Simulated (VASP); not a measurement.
Wanted: the native input for a VASP 6.6.1 run.

* Task: single point
* Functional: PBEsol
* Potentials or basis: VASP PAW PBE potentials, release 64 (Ba_sv, Hf_pv, O)
* Cutoff: 520 eV
* k mesh: 1 × 1 × 1, shifted
* Occupations: fermi-dirac, width 0.05 eV
* Spin: no spin polarisation
* Dipole correction: no
* Further INCAR settings: LREAL = Auto; ALGO = Normal; EDIFF = 1e-07; NBANDS = 169; ISYM = 0

The structure of Ba7Hf8O23 (a cell with a defect) lies in POSCAR:

```
Ba7Hf8O23
1.0
    8.3151870000      0.0000000000      0.0000000000
    0.0000000000      8.3151870000      0.0000000000
    0.0000000000      0.0000000000      8.3151870000
Ba Hf O
7 8 23
Direct
    0.9845220000      0.9853740000      0.9988930000
    0.9933040000      0.9942410000      0.4981800000
    0.9905870000      0.5104210000      0.9990150000
    0.9873270000      0.5088380000      0.4996580000
    0.5095640000      0.9914250000      0.9991860000
    0.5079940000      0.9882240000      0.4993670000
    0.5081700000      0.5091210000      0.9994300000
    0.2495090000      0.2503500000      0.2304540000
    0.2491850000      0.2500920000      0.7679570000
    0.2513320000      0.7469310000      0.2540370000
    0.2511020000      0.7474450000      0.7444780000
    0.7461130000      0.2522470000      0.2540440000
    0.7464700000      0.2519570000      0.7445230000
    0.7456750000      0.7464650000      0.2524440000
    0.7453790000      0.7462850000      0.7459290000
    0.2246800000      0.2255630000      0.9992400000
    0.2516670000      0.7705170000      0.9994370000
    0.2321250000      0.7418600000      0.4992540000
    0.7695740000      0.2525640000      0.9994490000
    0.7409910000      0.2329560000      0.4992770000
    0.7447740000      0.7456540000      0.9993520000
    0.7605350000      0.7614720000      0.4994440000
    0.0085360000      0.2535910000      0.2836480000
    0.0079080000      0.2522850000      0.7165620000
    0.9994720000      0.7532600000      0.2406200000
    0.9994420000      0.7534240000      0.7583410000
    0.4963730000      0.2461030000      0.2347730000
    0.4962110000      0.2457010000      0.7642200000
    0.4990200000      0.7614840000      0.2430680000
    0.4989730000      0.7617290000      0.7557890000
    0.2527480000      0.0093730000      0.2835900000
    0.2514270000      0.0088110000      0.7165020000
    0.2453050000      0.4972360000      0.2346430000
    0.2447560000      0.4971230000      0.7641970000
    0.7524120000      0.0003190000      0.2406010000
    0.7525640000      0.0003380000      0.7583660000
    0.7606600000      0.4998620000      0.2431040000
    0.7608240000      0.4998640000      0.7557190000
```

These files were run (other wordings do the same):

INCAR

```
SYSTEM = Ba7Hf8O23
PREC = Accurate ; ENCUT = 520
EDIFF = 1E-7 ; ISMEAR = -1
SIGMA = 0.05 ; LREAL = Auto
LASPH = .TRUE. ; NELM = 100
ALGO = Normal ; ISIF = 2
LWAVE = .FALSE. ; LCHARG = .FALSE.
GGA = PS ; NBANDS = 169
ISYM = 0
```

KPOINTS

```
Automatic mesh
0
Gamma
  1 1 1
  0.25 0.25 0.25
```

Potentials or basis: VASP PAW PBE potentials, release 64 (Ba_sv, Hf_pv, O).

Command:

```sh
$ cat potpaw_PBE.64/Ba_sv/POTCAR potpaw_PBE.64/Hf_pv/POTCAR potpaw_PBE.64/O/POTCAR > POTCAR
$ mpirun -np 1 vasp_std > vasp.out
```

Results of the run:

```
Pressure               : -1.5 GPa
Largest force          : 0.137 eV/Å
Band gap on the k mesh : 2.98 eV
```

Caveat: the k points lie up to 0.76 Å⁻¹ apart; the PAW data sets were made with another functional, which shifts forces and pressure a little; spin-orbit coupling is left out, which moves the levels of the heavy elements.

Run time: 27 min on 1 thread of AMD EPYC 7R13, with other jobs on the host, peak memory 0.69 GiB.
